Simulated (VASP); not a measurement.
# CuI (P4/nmm) in VASP: a series of runs

CuI is run at these levels: PBEsol; tasks: single point.

All numbers are computed with VASP 6.6.1; they aren't measurements. Logs are shortened: lines on timing, memory, paths and dates and some standing lists are left out, and cuts for length are marked.

## (1) The cell of the first run

Symmetry: P4/nmm, No. 129, tetragonal system. Conventional cell: a = 4.089 Å, b = 4.089 Å, c = 5.743 Å, α = 90.00°, β = 90.00°, γ = 90.00°. Cu (site symmetry -4m2) has 4 I at 2.64 Å and 4 Cu at 2.89 Å within 3.5 Å. Within 3.5 Å of I (site symmetry 4mm) lie 4 Cu at 2.64 Å.

## (2) Single point, PBEsol

File INCAR:

```
PREC = Accurate
ENCUT = 520
EDIFF = 1E-6
ISMEAR = 0
SIGMA = 0.01
LREAL = F
LASPH = T
NELM = 80
ALGO = Normal
ISIF = 2
LWAVE = F
LCHARG = F
GGA = PS
NBANDS = 26
```

File KPOINTS:

```
regular mesh
0
Gamma
  6 6 4
```

File POSCAR:

```
CuI
1.0
    4.0888609038      0.0000000000      0.0000000000
    0.0000000000      4.0888609038      0.0000000000
    0.0000000000      0.0000000000      5.7432492538
Cu I
2 2
Direct
    0.0000000000      0.0000000000      0.0000000000
    0.5000000000      0.5000000000      0.0000000000
    0.0000000000      0.5000000000      0.2913000000
    0.5000000000      0.0000000000      0.7087000000
```

Potentials or basis: VASP PAW PBE potentials, release 64 (Cu, I).

On the command line:

```bash
cat potpaw_PBE.64/Cu/POTCAR potpaw_PBE.64/I/POTCAR > POTCAR
mpirun -np 1 vasp_std > vasp.out
```

OUTCAR:

```text
PREC = Accurate
   ENCUT = 520
   EDIFF = 1E-6
   ISMEAR = 0
   LREAL = F
   LASPH = T
   NELM = 80
   ISIF = 2
   GGA = PS

 ion  position               nearest neighbor table
   1  0.000  0.000  0.000-   3 2.64   4 2.64   3 2.64   4 2.64
   2  0.500  0.500  0.000-   3 2.64   4 2.64   4 2.64   3 2.64
   3  0.000  0.500  0.291-   1 2.64   2 2.64   1 2.64   2 2.64
   4  0.500  0.000  0.709-   1 2.64   2 2.64   2 2.64   1 2.64

  LATTYP: Found a simple tetragonal cell.
 ALAT       =     4.0888609038
 C/A-ratio  =     1.4046086157

  Lattice vectors:

 A1 = (   4.0888609038,   0.0000000000,   0.0000000000)
 A2 = (   0.0000000000,   4.0888609038,   0.0000000000)
 A3 = (   0.0000000000,   0.0000000000,   5.7432492538)

Analysis of symmetry for initial positions (statically):
=====================================================================
 Subroutine PRICEL returns:
 Original cell was already a primitive cell.

 Routine SETGRP: Setting up the symmetry group for a
 simple tetragonal supercell.

 Subroutine GETGRP returns: Found 16 space group operations
 (whereof  8 operations were pure point group operations)
 out of a pool of 16 trial point group operations.

The static configuration has the point symmetry D_2d.
 The point group associated with its full space group is D_4h.

Analysis of symmetry for dynamics (positions and initial velocities):
=====================================================================
 Subroutine PRICEL returns:
 Original cell was already a primitive cell.

 Routine SETGRP: Setting up the symmetry group for a
 simple tetragonal supercell.

 Subroutine GETGRP returns: Found 16 space group operations
 (whereof  8 operations were pure point group operations)
 out of a pool of 16 trial point group operations.

The dynamic configuration has the point symmetry D_2d.
 The point group associated with its full space group is D_4h.

 Subroutine INISYM returns: Found 16 space group operations
 (whereof  8 operations are pure point group operations),
 and found     1 'primitive' translations

----------------------------------------------------------------------------------------

                                     Primitive cell

  volume of cell :      96.0201

  direct lattice vectors                    reciprocal lattice vectors
     4.088860904  0.000000000  0.000000000     0.244566891  0.000000000  0.000000000
     0.000000000  4.088860904  0.000000000     0.000000000  0.244566891  0.000000000
     0.000000000  0.000000000  5.743249254     0.000000000  0.000000000  0.174117465

  length of vectors
     4.088860904  4.088860904  5.743249254     0.244566891  0.244566891  0.174117465

  position of ions in fractional coordinates (direct lattice)
     0.000000000  0.000000000  0.000000000
     0.500000000  0.500000000  0.000000000
     0.000000000  0.500000000  0.291300000
     0.500000000  0.000000000  0.708700000

  ion indices of the primitive-cell ions
   primitive index   ion index
                 1           1
                 2           2
                 3           3
                 4           4

----------------------------------------------------------------------------------------

 KPOINTS: regular mesh

Automatic generation of k-mesh.
 Grid dimensions read from file:
 generate k-points for:    6    6    4

 Generating k-lattice:

  Cartesian coordinates                     Fractional coordinates (reciprocal lattice)
     0.040761149  0.000000000  0.000000000     0.166666667  0.000000000  0.000000000
     0.000000000  0.040761149  0.000000000     0.000000000  0.166666667  0.000000000
     0.000000000  0.000000000  0.043529366     0.000000000  0.000000000  0.250000000

  Length of vectors
     0.040761149  0.040761149  0.043529366

  Shift w.r.t. Gamma in fractional coordinates (k-lattice)
     0.000000000  0.000000000  0.000000000

 Subroutine IBZKPT returns following result:
 ===========================================

 Found     30 irreducible k-points:

 Following reciprocal coordinates:
            Coordinates               Weight
  0.000000  0.000000  0.000000      1.000000
  0.166667  0.000000  0.000000      4.000000
  0.333333  0.000000  0.000000      4.000000
  0.500000  0.000000  0.000000      2.000000
  0.166667  0.166667  0.000000      4.000000
  0.333333  0.166667  0.000000      8.000000
[... 16 lines left out ...]
  0.333333  0.000000  0.500000      4.000000
  0.500000  0.000000  0.500000      2.000000
 [... further k-points ...]
   k-points           NKPTS =     30   k-points in BZ     NKDIM =     30   number of bands    NBANDS=     26
   number of dos      NEDOS =    301   number of ions     NIONS =      4
   total plane-waves  NPLWV =  43200
   dimension x,y,z NGX =    30 NGY =   30 NGZ =   48
   dimension x,y,z NGXF=    60 NGYF=   60 NGZF=   96
   ions per type =               2   2
   NGX,Y,Z   is equivalent  to a cutoff of  12.20, 12.20, 13.89 a.u.
   NGXF,Y,Z  is equivalent  to a cutoff of  24.39, 24.39, 27.79 a.u.
 SYSTEM =  unknown system
   PREC   = accura    normal or accurate (medium, high low for compatibility)
   ISTART =      0    job   : 0-new  1-cont  2-samecut
   ICHARG =      2    charge: 1-file 2-atom 10-const
   ISPIN  =      1    spin polarized calculation?
   LNONCOLLINEAR =      F non collinear calculations
   LSORBIT =      F    spin-orbit coupling
   LASPH  =      T    aspherical Exc in radial PAW
   ENCUT  =  520.0 eV  38.22 Ry    6.18 a.u.   7.60  7.60 10.68*2*pi/ulx,y,z
   NELM   =     80;   NELMIN=  2; NELMDL= -5     # of ELM steps
   EDIFF  = 0.1E-05   stopping-criterion for ELM
   LREAL  =      F    real-space projection
[... 7 lines left out ...]
   TEBEG  =    0.0;   TEEND  =   0.0 temperature during run
   PSTRESS=    0.0 pullay stress
   NELECT =      36.0000    total number of electrons
   NUPDOWN=      -1.0000    fix difference up-down
   EMIN   =  10.00;   EMAX   =-10.00  energy-range for DOS
   EFERMI =   0.00;   METHOD = LEGACY
   ISMEAR =     0;   SIGMA  =   0.01  broadening in eV -4-tet -1-fermi 0-gaus
   EFERMI_NEDOS =   21; number of points for ismear=-14 and -15
   IALGO  =     38    algorithm
   IMIX   =      4    mixing-type and parameters
     AMIX     =   0.40;   BMIX     =  1.00
     AMIX_MAG =   1.60;   BMIX_MAG =  1.00
  volume/ion in A,a.u.               =      24.01       161.99
  Fermi-wavevector in a.u.,A,eV,Ry     =   1.180470  2.230764 18.959841  1.393509
  Thomas-Fermi vector in A             =   2.316762
   LORBIT       =      0    0 simple, 1 ext, 2 COOP (PROOUT), +10 PAW based schemes
   GGA     = PS    functional components
   LHFCALC =     F    Hartree Fock is set to
   AEXX    =    0.0000 exact exchange contribution
   IVDW    =     0    specifies the selected vdW correction
   LEPSILON=     F    determine dielectric tensor
   LRPA    =     F    only Hartree local field effects (RPA)
 non-spin polarized calculation
 Gauss-broadening in eV      SIGMA  =   0.01
  energy-cutoff  :      520.00
  volume of cell :       96.02
 maximum number of plane-waves:      2608
   NGX = 15   NGY = 15   NGZ = 21

 number of electron      35.9999946 magnetization

 Free energy of the ion-electron system (eV)
  ---------------------------------------------------
  ext. energy  EPLUGINS =         0.00000000
  ---------------------------------------------------
  free energy    TOTEN  =       -12.55525051 eV

  energy without entropy =      -12.55525051  energy(sigma->0) =      -12.55525051

 E-fermi :   5.9083     XC(G=0):  -9.9432

 val. band max:        5.8072206671   @ k =   0.0000   0.0000   0.0000
 cond. band min:       7.1535118420   @ k =   0.0000   0.0000   0.0000
 fundamental gap:      1.3462911749
 Fermi energy:         5.9082723181

 k-point     1 :       0.0000    0.0000    0.0000
  band No.  band energies     occupation
      1      -8.6559      2.00000
      2      -7.4679      2.00000
      3      -0.4664      2.00000
      4       2.0014      2.00000
      5       2.0014      2.00000
      6       2.0406      2.00000
[... 18 lines left out ...]
     25      13.9304      0.00000
     26      15.1769      0.00000

 k-point     2 :       0.1667    0.0000    0.0000
  band No.  band energies     occupation
      1      -8.5324      2.00000
      2      -7.4785      2.00000
      3      -0.2541      2.00000
      4       1.4380      2.00000
      5       1.7165      2.00000
      6       2.0395      2.00000
[... 18 lines left out ...]
     25      14.1430      0.00000
     26      14.7745      0.00000

 k-point     3 :       0.3333    0.0000    0.0000
  band No.  band energies     occupation
      1      -8.2100      2.00000
      2      -7.5695      2.00000
      3       0.3462      2.00000
      4       0.6366      2.00000
      5       0.9628      2.00000
      6       1.8553      2.00000
[... 18 lines left out ...]
     25      13.0375      0.00000
     26      13.4514      0.00000

 k-point     4 :       0.5000    0.0000    0.0000
  band No.  band energies     occupation
      1      -7.8306      2.00000
      2      -7.8306      2.00000
      3       0.4540      2.00000
      4       0.4540      2.00000
      5       1.1815      2.00000
      6       1.1815      2.00000
[... 18 lines left out ...]
     25      12.8465      0.00000
     26      12.8465      0.00000
[... 496 lines left out ...]
      1      -8.1387      2.00000
      2      -7.9580      2.00000
      3       0.2929      2.00000
      4       0.6807      2.00000
      5       1.7330      2.00000
      6       1.7705      2.00000
[... 18 lines left out ...]
     25      11.4885      0.00000
     26      13.3140      0.00000

 k-point    23 :       0.3333    0.0000    0.5000
  band No.  band energies     occupation
      1      -7.9485      2.00000
      2      -7.8322      2.00000
      3      -0.2801      2.00000
      4       0.0682      2.00000
      5       1.9077      2.00000
      6       2.0397      2.00000
[... 18 lines left out ...]
     25      12.9619      0.00000
     26      13.6391      0.00000

 k-point    24 :       0.5000    0.0000    0.5000
  band No.  band energies     occupation
      1      -7.8056      2.00000
      2      -7.8056      2.00000
      3      -0.4278      2.00000
      4      -0.4278      2.00000
      5       2.1268      2.00000
      6       2.1268      2.00000
[... 18 lines left out ...]
     25      13.4821      0.00000
     26      13.4821      0.00000

 [... further k-points ...]

------------------------ aborting loop because EDIFF is reached ----------------------------------------

  FORCE on cell =-STRESS in cart. coord.  units (eV):
  Direction    XX          YY          ZZ          XY          YZ          ZX
  --------------------------------------------------------------------------------------
  -------------------------------------------------------------------------------------
  Total       -0.3528142     -0.3528142      0.3011669      0.0000000      0.0000000     -0.0000000
  in kB       -5.8870040     -5.8870040      5.0252245      0.0000000      0.0000000     -0.0000000
  external PRESSURE =      -2.2495945 kB  Pullay stress =       0.0000000 kB

 VOLUME and BASIS-vectors are now :
 -----------------------------------------------------------------------------
  energy-cutoff  :      520.00
  volume of cell :       96.02
      direct lattice vectors                 reciprocal lattice vectors
     4.088860904  0.000000000  0.000000000     0.244566891  0.000000000  0.000000000
     0.000000000  4.088860904  0.000000000     0.000000000  0.244566891  0.000000000
     0.000000000  0.000000000  5.743249254     0.000000000  0.000000000  0.174117465

 POSITION                                       TOTAL-FORCE (eV/Angst)
 -----------------------------------------------------------------------------------
      0.00000      0.00000      0.00000         0.000000      0.000000      0.000000
      2.04443      2.04443      0.00000        -0.000000     -0.000000      0.000000
      0.00000      2.04443      1.67301         0.000000      0.000000     -0.448923
      2.04443      0.00000      4.07024         0.000000      0.000000      0.448923
 -----------------------------------------------------------------------------------
    total drift:                                0.000000      0.000000     -0.000000

  FREE ENERGIE OF THE ION-ELECTRON SYSTEM (eV)
  ---------------------------------------------------
  free  energy   TOTEN  =       -12.5552505138 eV

  energy  without entropy=      -12.5552505138  energy(sigma->0) =      -12.55525051
```

Wall time 73 s (1 thread of Intel Xeon 8259CL, shared host); peak memory 0.23 GiB.

What came out:

| Quantity | Value |
| --- | --- |
| Free energy | -12.5553 eV |
| Pressure | -0.2 GPa |
| Largest force | 0.449 eV/Å |
| Band gap on the k mesh | 1.35 eV |

Forces on the atoms (eV/Å):
```
Cu   0.000  0.000  0.000
Cu   0.000  0.000  0.000
I    0.000  0.000 -0.449
I    0.000  0.000  0.449
```

Levels at points of the mesh, in eV from the valence-band top:
```csv
k point,band 15,band 16,band 17,band 18,band 19,band 20,band 21,band 22
"(0.00, 0.00, 0.00)",-1.42,-1.18,0.00,0.00,1.35,2.50,3.14,4.47
"(0.50, 0.00, 0.00)",-1.41,-1.41,-0.80,-0.80,3.78,3.78,4.23,4.23
"(0.50, 0.50, 0.00)",-1.85,-1.85,-1.39,-1.39,2.14,2.14,2.26,2.26
"(0.00, 0.00, 0.50)",-1.46,-1.42,-0.79,-0.79,3.05,3.46,3.54,3.83
"(0.50, 0.00, 0.50)",-0.78,-0.78,-0.70,-0.70,1.97,1.97,5.24,5.24
"(0.50, 0.50, 0.50)",-1.94,-1.94,-1.21,-1.21,4.46,4.46,4.56,4.56
```

Caveat: the PAW data sets were made with another functional, which shifts forces and pressure a little; spin-orbit coupling is left out, which moves the levels of the heavy elements. PBEsol gaps usually lie below the measured ones, often by a third to a half.

## (3) Single point, PBEsol

This run uses another cell than the first one, of 24.58 Å³/atom.

File INCAR:

```
PREC     = Accurate       # precision mode
ENCUT    = 520            # plane-wave cutoff, eV
EDIFF    = 1E-6           # SCF threshold, eV
ISMEAR   = 0              # smearing method
SIGMA    = 0.01           # smearing width, eV
LREAL    = F              # projectors in reciprocal space
LASPH    = T              # aspherical terms in the spheres
NELM     = 80             # most SCF steps
ALGO     = Normal         # electronic algorithm
ISIF     = 2              # what is computed and relaxed
LWAVE    = F              # write WAVECAR
LCHARG   = F              # write CHGCAR
GGA      = PS             # functional
NBANDS   = 26             # bands
```

File KPOINTS:

```
Automatic mesh
0
Gamma
  6 6 4
```

File POSCAR:

```
CuI
1.0
    4.1210579846      0.0000000000      0.0000000000
    0.0000000000      4.1210579846      0.0000000000
    0.0000000000      0.0000000000      5.7884735509
Cu I
2 2
Direct
    0.0000000000      0.0000000000      0.0000000000
    0.5000000000      0.5000000000      0.0000000000
    0.0000000000      0.5000000000      0.2913000000
    0.5000000000      0.0000000000      0.7087000000
```

Potentials or basis: VASP PAW PBE potentials, release 64 (Cu, I).

On the command line:

```bash
cat potpaw_PBE.64/Cu/POTCAR potpaw_PBE.64/I/POTCAR > POTCAR
mpirun -np 1 vasp_std > vasp.out
```

It took 67 s on 1 thread of Intel Xeon 8259CL, shared host; peak memory 0.25 GiB.

The run converged. Its results:

| Item | Value |
| --- | --- |
| Free energy | -12.5431 eV |
| Pressure | -1.5 GPa |
| Largest force | 0.612 eV/Å |
| Band gap on the k mesh | 1.30 eV |

Forces on the atoms (eV/Å):
```
Cu   0.000  0.000  0.000
Cu   0.000  0.000  0.000
I    0.000  0.000 -0.612
I    0.000  0.000  0.612
```

Stress tensor (GPa, compression positive):
```
-1.78  0.00  0.00
 0.00 -1.78  0.00
 0.00  0.00 -0.83
```

Levels at points of the mesh, in eV from the valence-band top:
| k point | band 16 | band 17 | band 18 | band 19 | band 20 | band 21 |
| --- | --- | --- | --- | --- | --- | --- |
| (0.00, 0.00, 0.00) | -1.12 | 0.00 | 0.00 | 1.30 | 2.53 | 3.17 |
| (0.50, 0.00, 0.00) | -1.32 | -0.76 | -0.76 | 3.73 | 3.73 | 4.23 |
| (0.50, 0.50, 0.00) | -1.75 | -1.31 | -1.31 | 2.17 | 2.17 | 2.31 |
| (0.00, 0.00, 0.50) | -1.33 | -0.74 | -0.74 | 3.04 | 3.46 | 3.62 |
| (0.50, 0.00, 0.50) | -0.74 | -0.67 | -0.67 | 1.96 | 1.96 | 5.26 |
| (0.50, 0.50, 0.50) | -1.84 | -1.14 | -1.14 | 4.44 | 4.44 | 4.46 |

Caveat: the PAW data sets were made with another functional, which shifts forces and pressure a little; spin-orbit coupling is left out, which moves the levels of the heavy elements.

(Continued in part 2 of 2.)
